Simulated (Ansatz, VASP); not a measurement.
# TiO2 in VASP and in Ansatz

```
Ti O
1.0
     4.76457    0.00000    0.00000
     0.00000    4.82317    0.00000
    -0.85426    0.00000    4.96659
Ti O
4 8
Direct
  0.27744 0.05281 0.21315
  0.72256 0.55281 0.28685
  0.72256 0.94719 0.78685
  0.27744 0.44719 0.71315
  0.06384 0.17697 0.85156
  0.93616 0.67697 0.64844
  0.93616 0.82303 0.14844
  0.06384 0.32303 0.35156
  0.44536 0.75763 0.46677
  0.55464 0.25763 0.03323
  0.55464 0.24237 0.53323
  0.44536 0.74237 0.96677
```

Alike in both runs: task single point; functional PBE; k mesh 5 × 5 × 5; occupations fermi-dirac, width 0.05 eV; no spin polarisation.

|  | VASP | Ansatz |
| --- | --- | --- |
| version | VASP 6.6.1 | Ansatz 0.2.0 |
| potentials or method | VASP PAW PBE potentials, release 64 (Ti_sv, O) | Ansatz PAW |
| plane-wave cutoff (eV) | 520 | 420 |
| valence electrons in the cell | 96 | 96 |

|  | VASP | Ansatz | Ansatz less VASP |
| --- | --- | --- | --- |
| gap on the k mesh at the Fermi level (eV) | 2.34 | 2.36 | +0.020 |
| least direct gap on the mesh (eV) | 2.43 | 2.45 | +0.020 |
| pressure (GPa) | 10.5 | 9.6 | -0.87 |
| traceless stress, the component that is largest in VASP (GPa) | -2.15 | -2.10 | +0.047 |
| rms of the force components (eV/Å) | 0.104 | 0.090 | -0.0137 |

Atom by atom the forces differ by 0.023 eV/Å (rms over components). With one functional, cell and mesh, what is left measures potentials, basis and numerics.

Noted on Ansatz's run: odd divisions of the mesh miss points on the zone boundary, where band edges often lie, so the gap on the mesh can be too wide.
